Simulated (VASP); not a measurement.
# KTaO3 (Pm-3m) in VASP: a series of runs

The runs below take KTaO3 through relaxation of cell and atoms, single point, with r2SCAN, PBEsol.

Program: VASP 6.6.1. These are calculated values, not measurements. Logs are shortened: lines on timing, memory, paths and dates and some standing lists are left out, and cuts for length are marked.

### Step 1. The cell of the first run

It takes space group Pm-3m (No. 221, cubic). The conventional cell has a = 4.117 Å, b = 4.117 Å, c = 4.117 Å, α = 90.00°, β = 90.00°, γ = 90.00°. Ta (site symmetry m-3m) has 6 O at 2.06 Å within 2.7 Å. K (site symmetry m-3m) has 12 O at 2.91 Å and 8 Ta at 3.57 Å within 3.8 Å. O (site symmetry 4/mmm) has 2 Ta at 2.06 Å within 2.7 Å.

### Step 2. Relaxation of cell and atoms, r2SCAN (13.96 Å³/atom)

POSCAR

```
KTaO3
1.0
    4.1170427845      0.0000000000      0.0000000000
    0.0000000000      4.1170427845      0.0000000000
    0.0000000000      0.0000000000      4.1170427845
Ta K O
1 1 3
Direct
    0.0000000000      0.0000000000      0.0000000000
    0.5000000000      0.5000000000      0.5000000000
    0.0000000000      0.0000000000      0.5000000000
    0.0000000000      0.5000000000      0.0000000000
    0.5000000000      0.0000000000      0.0000000000
```

INCAR.step1

```
SYSTEM = KTaO3
METAGGA = R2SCAN ; ISMEAR = 0
SIGMA = 0.03 ; LWAVE = .False.
LCHARG = .False. ; NSW = 80
PREC = Accurate ; LASPH = .True.
LREAL = .False. ; ALGO = Normal
EDIFF = 1E-7 ; NELM = 120
GGA_COMPAT = .False. ; IBRION = 2
ISIF = 3 ; EDIFFG = -0.002
NELMIN = 4 ; ENCUT = 840
EFERMI = MIDGAP ; LMIXTAU = .True.
KPAR = 8 ; POTIM = 0.5
```

INCAR.step4

```
SYSTEM = KTaO3
METAGGA = R2SCAN ; ISMEAR = 0
SIGMA = 0.03 ; LWAVE = .False.
LCHARG = .False. ; PREC = Accurate
LASPH = .True. ; LREAL = .False.
ALGO = Normal ; EDIFF = 1E-7
NELM = 120 ; GGA_COMPAT = .False.
ISIF = 2 ; ENCUT = 840
EFERMI = MIDGAP ; LMIXTAU = .True.
KPAR = 8
```

KPOINTS

```
Automatic mesh
0
Gamma
  7 7 7
  0 0 0
```

Potentials or basis: VASP PAW PBE potentials, release 64 (Ta_pv, K_sv, O).

Run with:

```bash
$ cat potpaw_PBE.64/Ta_pv/POTCAR potpaw_PBE.64/K_sv/POTCAR potpaw_PBE.64/O/POTCAR > POTCAR
$ cp INCAR.step1 INCAR
$ cp POSCAR.step1 POSCAR
$ mpirun -np 8 vasp_std > vasp.out
$ cp CONTCAR POSCAR
$ mpirun -np 8 vasp_std > vasp.out
$ cp CONTCAR POSCAR
$ mpirun -np 8 vasp_std > vasp.out
$ cp CONTCAR POSCAR
$ cp INCAR.step4 INCAR
$ mpirun -np 8 vasp_std > vasp.out
```

OUTCAR:

```text
SYSTEM = KTaO3
   METAGGA = R2SCAN
   ISMEAR = 0
   PREC = Accurate
   LASPH = .True.
   LREAL = .False.
   EDIFF = 1E-7
   NELM = 120
   ISIF = 2
   ENCUT = 840
   EFERMI = MIDGAP

 ion  position               nearest neighbor table
   1  0.000  0.000  0.000-   3 2.00   4 2.00   5 2.00   3 2.00   4 2.00   5 2.00   2 3.46   2 3.46
                             2 3.46   2 3.46   2 3.46   2 3.46   2 3.46   2 3.46
   2  0.500  0.500  0.500-   3 2.83   4 2.83   5 2.83   4 2.83   5 2.83   3 2.83   5 2.83   5 2.83
                             3 2.83   4 2.83   4 2.83   3 2.83   1 3.46   1 3.46   1 3.46   1 3.46
   3  0.000  0.000  0.500-   1 2.00   1 2.00   2 2.83   2 2.83   2 2.83   2 2.83
   4  0.000  0.500  0.000-   1 2.00   1 2.00   2 2.83   2 2.83   2 2.83   2 2.83
   5  0.500  0.000  0.000-   1 2.00   1 2.00   2 2.83   2 2.83   2 2.83   2 2.83

  LATTYP: Found a simple cubic cell.
 ALAT       =     3.9962115080

  Lattice vectors:

 A1 = (   3.9962115080,   0.0000000000,   0.0000000000)
 A2 = (   0.0000000000,   3.9962115080,   0.0000000000)
 A3 = (   0.0000000000,   0.0000000000,   3.9962115080)

Analysis of symmetry for initial positions (statically):
=====================================================================
 Subroutine PRICEL returns:
 Original cell was already a primitive cell.

 Routine SETGRP: Setting up the symmetry group for a
 simple cubic supercell.

 Subroutine GETGRP returns: Found 48 space group operations
 (whereof 48 operations were pure point group operations)
 out of a pool of 48 trial point group operations.

The static configuration has the point symmetry O_h .

Analysis of symmetry for dynamics (positions and initial velocities):
=====================================================================
 Subroutine PRICEL returns:
 Original cell was already a primitive cell.

 Routine SETGRP: Setting up the symmetry group for a
 simple cubic supercell.

 Subroutine GETGRP returns: Found 48 space group operations
 (whereof 48 operations were pure point group operations)
 out of a pool of 48 trial point group operations.

The dynamic configuration has the point symmetry O_h .

 Subroutine INISYM returns: Found 48 space group operations
 (whereof 48 operations are pure point group operations),
 and found     1 'primitive' translations

----------------------------------------------------------------------------------------

                                     Primitive cell

  volume of cell :      63.8183

  direct lattice vectors                    reciprocal lattice vectors
     3.996211508  0.000000000  0.000000000     0.250237005  0.000000000  0.000000000
     0.000000000  3.996211508  0.000000000     0.000000000  0.250237005  0.000000000
     0.000000000  0.000000000  3.996211508     0.000000000  0.000000000  0.250237005

  length of vectors
     3.996211508  3.996211508  3.996211508     0.250237005  0.250237005  0.250237005

  position of ions in fractional coordinates (direct lattice)
     0.000000000  0.000000000  0.000000000
     0.500000000  0.500000000  0.500000000
     0.000000000  0.000000000  0.500000000
     0.000000000  0.500000000  0.000000000
     0.500000000  0.000000000  0.000000000

  ion indices of the primitive-cell ions
   primitive index   ion index
                 1           1
                 2           2
                 3           3
                 4           4
                 5           5

----------------------------------------------------------------------------------------

 KPOINTS: Automatic mesh

Automatic generation of k-mesh.
 Grid dimensions read from file:
 generate k-points for:    7    7    7

 Generating k-lattice:

  Cartesian coordinates                     Fractional coordinates (reciprocal lattice)
     0.035748144  0.000000000  0.000000000     0.142857143  0.000000000  0.000000000
     0.000000000  0.035748144  0.000000000     0.000000000  0.142857143  0.000000000
     0.000000000  0.000000000  0.035748144     0.000000000  0.000000000  0.142857143

  Length of vectors
     0.035748144  0.035748144  0.035748144

  Shift w.r.t. Gamma in fractional coordinates (k-lattice)
     0.000000000  0.000000000  0.000000000

 Subroutine IBZKPT returns following result:
 ===========================================

 Found     20 irreducible k-points:

 Following reciprocal coordinates:
            Coordinates               Weight
  0.000000  0.000000  0.000000      1.000000
  0.142857  0.000000  0.000000      6.000000
  0.285714  0.000000  0.000000      6.000000
  0.428571  0.000000  0.000000      6.000000
  0.142857  0.142857  0.000000     12.000000
  0.285714  0.142857  0.000000     24.000000
[... 12 lines left out ...]
  0.428571  0.428571  0.285714     24.000000
  0.428571  0.428571  0.428571      8.000000
   k-points           NKPTS =     20   k-points in BZ     NKDIM =     20   number of bands    NBANDS=     23
   number of dos      NEDOS =    301   number of ions     NIONS =      5
   total plane-waves  NPLWV =  64000
   dimension x,y,z NGX =    40 NGY =   40 NGZ =   40
   dimension x,y,z NGXF=    80 NGYF=   80 NGZF=   80
   ions per type =               1   1   3
   NGX,Y,Z   is equivalent  to a cutoff of  16.64, 16.64, 16.64 a.u.
   NGXF,Y,Z  is equivalent  to a cutoff of  33.28, 33.28, 33.28 a.u.
 SYSTEM =  KTaO3
   PREC   = accura    normal or accurate (medium, high low for compatibility)
   ISTART =      0    job   : 0-new  1-cont  2-samecut
   ICHARG =      2    charge: 1-file 2-atom 10-const
   ISPIN  =      1    spin polarized calculation?
   LNONCOLLINEAR =      F non collinear calculations
   LSORBIT =      F    spin-orbit coupling
   LASPH  =      T    aspherical Exc in radial PAW
   ENCUT  =  840.0 eV  61.74 Ry    7.86 a.u.   9.44  9.44  9.44*2*pi/ulx,y,z
   NELM   =    120;   NELMIN=  2; NELMDL=  0     # of ELM steps
   EDIFF  = 0.1E-06   stopping-criterion for ELM
   LREAL  =      F    real-space projection
   EDIFFG = 0.1E-05   stopping-criterion for IOM
   NSW    =      0    number of steps for IOM
   IBRION =     -1    ionic relax: 0-MD 1-quasi-New 2-CG
   NFREE  =      0    steps in history (QN), initial steepest desc. (CG)
   ISIF   =      2    stress and relaxation
   ISYM   =      2    0-nonsym 1-usesym 2-fastsym
   POTIM  = 0.5000    time-step for ionic-motion
   TEBEG  =    0.0;   TEEND  =   0.0 temperature during run

   SCALEE = 1.0000    scale energy and forces
   PSTRESS=    0.0 pullay stress
   NELECT =      38.0000    total number of electrons
   NUPDOWN=      -1.0000    fix difference up-down
   EMIN   =  10.00;   EMAX   =-10.00  energy-range for DOS
   EFERMI =   0.00;   METHOD = MIDGAP
   ISMEAR =     0;   SIGMA  =   0.03  broadening in eV -4-tet -1-fermi 0-gaus
   EFERMI_NEDOS =   21; number of points for ismear=-14 and -15
   IALGO  =     38    algorithm
   IMIX   =      4    mixing-type and parameters
     AMIX     =   0.40;   BMIX     =  1.00
     AMIX_MAG =   1.60;   BMIX_MAG =  1.00
  volume/ion in A,a.u.               =      12.76        86.13
  Fermi-wavevector in a.u.,A,eV,Ry     =   1.377276  2.602674 25.808734  1.896888
  Thomas-Fermi vector in A             =   2.502444
   LORBIT       =      0    0 simple, 1 ext, 2 COOP (PROOUT), +10 PAW based schemes
   METAGGA = R2SCAN    functional components
   LHFCALC =     F    Hartree Fock is set to
   AEXX    =    0.0000 exact exchange contribution
   IVDW    =     0    specifies the selected vdW correction
   LEPSILON=     F    determine dielectric tensor
   LRPA    =     F    only Hartree local field effects (RPA)

   CSHIFT  =0.1000    complex shift for real part using Kramers Kronig

   OMEGAMAX=  -1.0    maximum frequency
 non-spin polarized calculation
 Gauss-broadening in eV      SIGMA  =   0.03
  energy-cutoff  :      840.00
  volume of cell :       63.82
 maximum number of plane-waves:      3575
 NGX is ok and might be reduce to    40
   NGX = 19   NGY = 19   NGZ = 19

 number of electron      38.0000005 magnetization

 Free energy of the ion-electron system (eV)
  ---------------------------------------------------
  ext. energy  EPLUGINS =         0.00000000
  ---------------------------------------------------
  free energy    TOTEN  =       -87.19087467 eV

  energy without entropy =      -87.19087467  energy(sigma->0) =      -87.19087467

 E-fermi :   2.6379     XC(G=0): -11.5220

 val. band max:        1.3142579238   @ k =   0.4286   0.4286   0.4286
 cond. band min:       3.9614902331   @ k =   0.0000   0.0000   0.0000
 fundamental gap:      2.6472323093
 Fermi energy:         2.6378740784

 k-point     1 :       0.0000    0.0000    0.0000
  band No.  band energies     occupation
      1     -33.9323      2.00000
      2     -33.9323      2.00000
      3     -33.9323      2.00000
      4     -27.0760      2.00000
      5     -17.1521      2.00000
      6     -16.4848      2.00000
[... 15 lines left out ...]
     22       3.9615      0.00000
     23       8.6337      0.00000

 k-point     2 :       0.1429    0.0000    0.0000
  band No.  band energies     occupation
      1     -33.9509      2.00000
      2     -33.9317      2.00000
      3     -33.9316      2.00000
      4     -27.0710      2.00000
      5     -17.0955      2.00000
      6     -16.4808      2.00000
[... 15 lines left out ...]
     22       4.5519      0.00000
     23       8.7285      0.00000

 k-point     3 :       0.2857    0.0000    0.0000
  band No.  band energies     occupation
      1     -33.9924      2.00000
      2     -33.9302      2.00000
      3     -33.9302      2.00000
      4     -27.0599      2.00000
      5     -17.0450      2.00000
      6     -16.4719      2.00000
[... 15 lines left out ...]
     22       5.7216      0.00000
     23       8.3994      0.00000
[... 391 lines left out ...]
 k-point    19 :       0.4286    0.4286    0.2857
  band No.  band energies     occupation
      1     -34.0187      2.00000
      2     -34.0186      2.00000
      3     -33.9850      2.00000
      4     -27.0286      2.00000
      5     -16.0569      2.00000
      6     -15.6493      2.00000
[... 15 lines left out ...]
     22       7.9881      0.00000
     23      11.3322      0.00000

 k-point    20 :       0.4286    0.4286    0.4286
  band No.  band energies     occupation
      1     -34.0174      2.00000
      2     -34.0173      2.00000
      3     -34.0173      2.00000
      4     -27.0238      2.00000
      5     -15.6582      2.00000
      6     -15.6039      2.00000
[... 15 lines left out ...]
     22       8.0381      0.00000
     23      11.2562      0.00000

------------------------ aborting loop because EDIFF is reached ----------------------------------------

  FORCE on cell =-STRESS in cart. coord.  units (eV):
  Direction    XX          YY          ZZ          XY          YZ          ZX
  --------------------------------------------------------------------------------------
  -------------------------------------------------------------------------------------
  Total       -0.0052097     -0.0052097     -0.0052097     -0.0000000     -0.0000000      0.0000000
  in kB       -0.1307898     -0.1307898     -0.1307898     -0.0000000     -0.0000000      0.0000000
  external PRESSURE =      -0.1307898 kB  Pullay stress =       0.0000000 kB

 VOLUME and BASIS-vectors are now :
 -----------------------------------------------------------------------------
  energy-cutoff  :      840.00
  volume of cell :       63.82
      direct lattice vectors                 reciprocal lattice vectors
     3.996211508  0.000000000  0.000000000     0.250237005  0.000000000  0.000000000
     0.000000000  3.996211508  0.000000000     0.000000000  0.250237005  0.000000000
     0.000000000  0.000000000  3.996211508     0.000000000  0.000000000  0.250237005

 POSITION                                       TOTAL-FORCE (eV/Angst)
 -----------------------------------------------------------------------------------
      0.00000      0.00000      0.00000         0.000000      0.000000      0.000000
      1.99811      1.99811      1.99811         0.000000      0.000000      0.000000
      0.00000      0.00000      1.99811         0.000000      0.000000      0.000000
      0.00000      1.99811      0.00000         0.000000      0.000000      0.000000
      1.99811      0.00000      0.00000         0.000000      0.000000      0.000000
 -----------------------------------------------------------------------------------
    total drift:                                0.000000      0.000000     -0.000000

  FREE ENERGIE OF THE ION-ELECTRON SYSTEM (eV)
  ---------------------------------------------------
  free  energy   TOTEN  =       -87.1908746680 eV

  energy  without entropy=      -87.1908746680  energy(sigma->0) =      -87.19087467
```

Run time: 9.5 min. Hardware: 8 MPI ranks of Intel Xeon Platinum 8375C at 2.90GHz (Ice Lake), shared host; peak memory 0.36 GiB.

What came out:

```
Free energy                           : -87.1909 eV
Relaxed volume                        : 12.76 Å³/atom
Relaxed cell                          : a = 3.996 Å, b = 3.996 Å, c = 3.996 Å, α = 90.00°, β = 90.00°, γ = 90.00°
Space group after relaxing (to 0.1 Å) : Pm-3m (No. 221)
Energy gained by relaxing             : 61.5 meV/atom
Ionic steps                           : 11
Pressure after relaxing               : 0.0 GPa
Band gap on the k mesh                : 2.65 eV (least direct gap 3.24 eV)
```

The path:
```csv
step,energy change (eV),largest force (eV/Å),pressure (GPa),volume (Å³)
1,0.0000,0.0000,-15.33,69.78
2,0.2509,0.0000,29.65,57.14
3,-0.3089,0.0000,-0.48,63.98
4,-0.3091,0.0000,-0.06,63.85
5,-0.3090,0.0000,0.31,63.74
6,-0.3090,0.0000,-0.36,63.94
7,-0.3091,0.0000,0.00,63.83
8,-0.3073,0.0000,-0.04,63.83
9,-0.3073,0.0000,0.06,63.80
10,-0.3073,0.0000,0.00,63.82
11,-0.3073,0.0000,-0.01,63.82
```

Final structure:
```
CELL_PARAMETERS angstrom
3.99621 0.00000 0.00000
0.00000 3.99621 0.00000
0.00000 0.00000 3.99621
ATOMIC_POSITIONS crystal
Ta 0.00000 0.00000 0.00000
K 0.50000 0.50000 0.50000
O 0.00000 0.00000 0.50000
O 0.00000 0.50000 0.00000
O 0.50000 0.00000 0.00000
```

Caveat: the PAW data sets were made with another functional, which shifts forces and pressure a little; spin-orbit coupling is left out, which moves the levels of the heavy elements; an odd mesh through Γ misses points on the zone boundary, where band edges can lie.

[end of part 1 of 3]
